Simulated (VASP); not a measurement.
# SnRu4 (P4/mmm) in VASP: further runs, part 2 of 2

VASP 6.6.1. The steps go on from the part before.

**3. Relaxation of cell and atoms, PBE**

This run uses another cell than the first one, of 18.30 Å³/atom.

INCAR reads:

```
SYSTEM = SnRu4
PREC = Accurate ; ENCUT = 600
EDIFF = 1E-6 ; ISMEAR = 0
SIGMA = 0.1 ; LREAL = .FALSE.
LASPH = .TRUE. ; NELM = 80
ALGO = Normal ; ISIF = 3
LWAVE = .FALSE. ; LCHARG = .FALSE.
GGA = PE ; IBRION = 2
NSW = 90 ; EDIFFG = -0.04
```

KPOINTS reads:

```
Automatic mesh
0
G
  4 4 4
  0 0 0
```

POSCAR reads:

```
SnRu4
1.0
    4.7765373700      0.0000000000      0.0000000000
    0.0000000000      4.7765373700      0.0000000000
    0.0000000000      0.0000000000      4.0096163400
Sn Ru
1 4
Direct
    0.5000000000      0.5000000000      0.5000000000
    0.2412085800      0.2412085800      0.5000000000
    0.7587914200      0.7587914200      0.5000000000
    0.2412085800      0.7587914200      0.5000000000
    0.7587914200      0.2412085800      0.5000000000
```

Potentials or basis: VASP PAW PBE potentials, release 64 (Sn_d, Ru_pv).

On the command line:

```
cat potpaw_PBE.64/Sn_d/POTCAR potpaw_PBE.64/Ru_pv/POTCAR > POTCAR
mpirun -np 1 vasp_std > vasp.out
```

OUTCAR:

```text
SYSTEM = SnRu4
   PREC = Accurate
   ENCUT = 600
   EDIFF = 1E-6
   ISMEAR = 0
   LREAL = .FALSE.
   LASPH = .TRUE.
   NELM = 80
   ISIF = 3
   GGA = PE
   IBRION = 2
   NSW = 90
   EDIFFG = -0.04

 ion  position               nearest neighbor table
   1  0.500  0.500  0.500-   2 1.75   3 1.75   4 1.75   5 1.75
   2  0.241  0.241  0.500-   1 1.75   4 2.30   5 2.30   4 2.47   5 2.47   3 3.26
   3  0.759  0.759  0.500-   1 1.75   4 2.30   5 2.30   5 2.47   4 2.47   2 3.26
   4  0.241  0.759  0.500-   1 1.75   2 2.30   3 2.30   3 2.47   2 2.47   5 3.26
   5  0.759  0.241  0.500-   1 1.75   2 2.30   3 2.30   3 2.47   2 2.47   4 3.26

 -----------------------------------------------------------------------------
|                                                                             |
|           W    W    AA    RRRRR   N    N  II  N    N   GGGG   !!!           |
|           W    W   A  A   R    R  NN   N  II  NN   N  G    G  !!!           |
|           W    W  A    A  R    R  N N  N  II  N N  N  G       !!!           |
[... 205 lines left out ...]
  external PRESSURE =    1873.8206883 kB  Pullay stress =       0.0000000 kB
[... 3369 lines left out ...]
     41       9.1994      0.00000
     42       9.1994      0.00000

[... ionic steps 4 to 38 ...]

--------------------------------------- Ionic step       39  -------------------------------------------

 number of electron      70.0000004 magnetization

------------------------ aborting loop because EDIFF is reached ----------------------------------------
[... 73 lines left out ...]
--------------------------------------- Ionic step       41  -------------------------------------------

 number of electron      70.0000024 magnetization

 Free energy of the ion-electron system (eV)
  ---------------------------------------------------
  ext. energy  EPLUGINS =         0.00000000
  ---------------------------------------------------
  free energy    TOTEN  =       -35.73941059 eV

  energy without entropy =      -35.71570474  energy(sigma->0) =      -35.72755767

 E-fermi :   7.7919     XC(G=0): -11.3114

 val. band max:        7.7802933172   @ k =   0.5000   0.0000   0.2500
 cond. band min:       7.7948072867   @ k =   0.5000   0.5000   0.2500
 fundamental gap:      0.0145139695
 Fermi energy:         7.7918678488
[... 840 lines left out ...]
  FREE ENERGIE OF THE ION-ELECTRON SYSTEM (eV)
  ---------------------------------------------------
  free  energy   TOTEN  =       -35.7394105873 eV

  energy  without entropy=      -35.7157047431  energy(sigma->0) =      -35.72755767

 reached required accuracy - stopping structural energy minimisation
```

OSZICAR:

```text
N       E                     dE             d eps       ncg     rms          rms(c)
DAV:   1     0.114327494556E+04    0.11433E+04   -0.44169E+04  1560   0.251E+03
DAV:   2     0.106643035753E+03   -0.10366E+04   -0.10169E+04  1602   0.725E+02
DAV:   3     0.157382182330E+02   -0.90905E+02   -0.86645E+02  1676   0.193E+02
[... 654 lines left out ...]
DAV:   1    -0.358088557736E+02   -0.78308E-01   -0.18134E+00  1662   0.116E+01    0.195E+00
DAV:   2    -0.357376877357E+02    0.71168E-01   -0.35936E-01  1544   0.389E+00    0.408E-01
DAV:   3    -0.357337915508E+02    0.38962E-02   -0.16006E-02  1648   0.900E-01    0.223E-01
DAV:   4    -0.357332828298E+02    0.50872E-03   -0.46423E-03  1782   0.390E-01    0.111E-01
DAV:   5    -0.357333550236E+02   -0.72194E-04   -0.54080E-04  1786   0.123E-01    0.520E-02
DAV:   6    -0.357333771161E+02   -0.22092E-04   -0.17791E-04  1798   0.735E-02    0.169E-02
DAV:   7
```

Run time: 27 min. Hardware: 1 thread of Intel Xeon 6975P-C (Granite Rapids), shared host; peak memory 0.27 GiB.

Results:

```
Free energy                           : -35.7394 eV
Relaxed volume                        : 20.63 Å³/atom
Relaxed cell                          : a = 6.200 Å, b = 6.200 Å, c = 2.684 Å, α = 90.00°, β = 90.00°, γ = 90.00°
Space group after relaxing (to 0.1 Å) : P4/mmm (No. 123)
Pressure after relaxing               : -0.2 GPa
Largest force after relaxing          : 0.019 eV/Å
Band gap on the k mesh                : zero (bands 35 and 36 overlap by 1.09 eV)
```

Forces in eV/Å, atoms in the order of the input:
```
Sn   0.000  0.000  0.000
Ru  -0.013 -0.013  0.000
Ru   0.013  0.013  0.000
Ru  -0.013  0.013  0.000
Ru   0.013 -0.013  0.000
```

Final structure:
```yaml
crystal:
  lattice:
    - [6.20045, 0.00000, 0.00000]
    - [0.00000, 6.20045, 0.00000]
    - [0.00000, 0.00000, 2.68366]
  atoms:
    - { symbol: Sn, position: [0.50000, 0.50000, 0.50000] }
    - { symbol: Ru, position: [0.81502, 0.81502, 0.50000] }
    - { symbol: Ru, position: [0.18498, 0.18498, 0.50000] }
    - { symbol: Ru, position: [0.81502, 0.18498, 0.50000] }
    - { symbol: Ru, position: [0.18498, 0.81502, 0.50000] }
```

Caveat: the k points lie up to 0.59 Å⁻¹ apart in the final cell, too coarse for converged energies and pressures of a metal; a cell axis changed by over 15 % at a fixed basis, so the end point is rough; spin-orbit coupling is left out, which moves the levels of the heavy elements.

**4. Single point, PBE**

This run uses another cell than the first one, of 20.32 Å³/atom.

INCAR reads:

```
  ALGO = Fast
  EDIFF = 1E-6
  ENCUT = 520
  GGA = PE
  ISIF = 2
  ISMEAR = 0
  LASPH = T
  LCHARG = F
  LREAL = F
  LWAVE = F
  NBANDS = 43
  NELM = 100
  PREC = Accurate
  SIGMA = 0.1
```

KPOINTS reads:

```
k-points
0
Gamma
  6 6 14
```

POSCAR reads:

```
SnRu4
1.0
    6.1628853831      0.0000000000      0.0000000000
    0.0000000000      6.1628853831      0.0000000000
    0.0000000000      0.0000000000      2.6755998683
Sn Ru
1 4
Direct
    0.5000000000      0.5000000000      0.5000000000
    0.1870254598      0.1870254598      0.5000000000
    0.8129745402      0.8129745402      0.5000000000
    0.1870254598      0.8129745402      0.5000000000
    0.8129745402      0.1870254598      0.5000000000
```

On the command line:

```
cat potpaw_PBE.64/Sn_d/POTCAR potpaw_PBE.64/Ru_pv/POTCAR > POTCAR
mpirun -np 1 vasp_std > vasp.out
```

It took 2.1 min on 1 thread of Intel Xeon 6975P-C (Granite Rapids), shared host; peak memory 0.39 GiB.

The run converged. Its results:

```yaml
Free_energy: -35.7199 eV
Pressure: 0.2 GPa
Largest_force: 0.066 eV/Å
Band_gap_on_the_k_mesh: zero (bands 35 and 36 overlap by 1.18 eV)
```

Forces in eV/Å, atoms in the order of the input:
```
Sn   0.000  0.000  0.000
Ru   0.046  0.046  0.000
Ru  -0.046 -0.046  0.000
Ru   0.046 -0.046  0.000
Ru  -0.046  0.046  0.000
```

Stress tensor (GPa, compression positive):
```
 0.32  0.00  0.00
 0.00  0.32  0.00
 0.00  0.00 -0.07
```

Levels at points of the mesh, in eV from the Fermi level:
| k point | band 33 | band 34 | band 35 | band 36 | band 37 | band 38 |
| --- | --- | --- | --- | --- | --- | --- |
| (0.00, 0.00, 0.00) | -0.76 | 0.12 | 0.12 | 0.27 | 0.57 | 1.07 |
| (0.50, 0.00, 0.00) | -1.06 | -0.79 | -0.72 | 0.95 | 0.95 | 1.06 |
| (0.50, 0.50, 0.00) | -1.03 | -0.73 | -0.73 | -0.01 | 0.99 | 0.99 |
| (0.00, 0.00, 0.50) | -1.14 | -0.33 | 1.02 | 1.54 | 1.54 | 2.13 |
| (0.50, 0.00, 0.50) | -0.87 | -0.57 | -0.43 | 1.34 | 1.53 | 1.90 |
| (0.50, 0.50, 0.50) | -0.60 | -0.51 | -0.51 | 0.14 | 1.13 | 1.92 |

Caveat: spin-orbit coupling is left out, which moves the levels of the heavy elements.

**5. The runs side by side**

```csv
task,cell,k mesh,cutoff (eV),gap on the mesh (eV),pressure (GPa),relaxed volume (Å³/atom),largest force (eV/Å)
relaxation of cell and atoms,"relaxed from a = 6.209, b = 6.209, c = 2.682 Å, 5 atoms, atomic positions A",4 × 4 × 6,600,none,0.1,20.31,0.02
relaxation of cell and atoms,"relaxed from a = 4.777, b = 4.777, c = 4.010 Å, 5 atoms, atomic positions B",4 × 4 × 4,600,none,-0.2,20.63,0.02
single point,"a = 6.163, b = 6.163, c = 2.676 Å, 5 atoms, atomic positions C",6 × 6 × 14,520,none,0.2,-,0.07
```

Alike in all rows: level PBE; potentials or basis VASP PAW PBE potentials, release 64 (Sn_d, Ru_pv); no spin polarisation; smearing gaussian 0.1 eV.

Caveats: some runs use coarse meshes; spin-orbit coupling is left out, which moves the levels of the heavy elements; a cell axis changed by over 15 % at a fixed basis, so the end point is rough (at least some runs).

Total energies depend on the potentials used, so only differences within one code and one set of settings carry meaning.
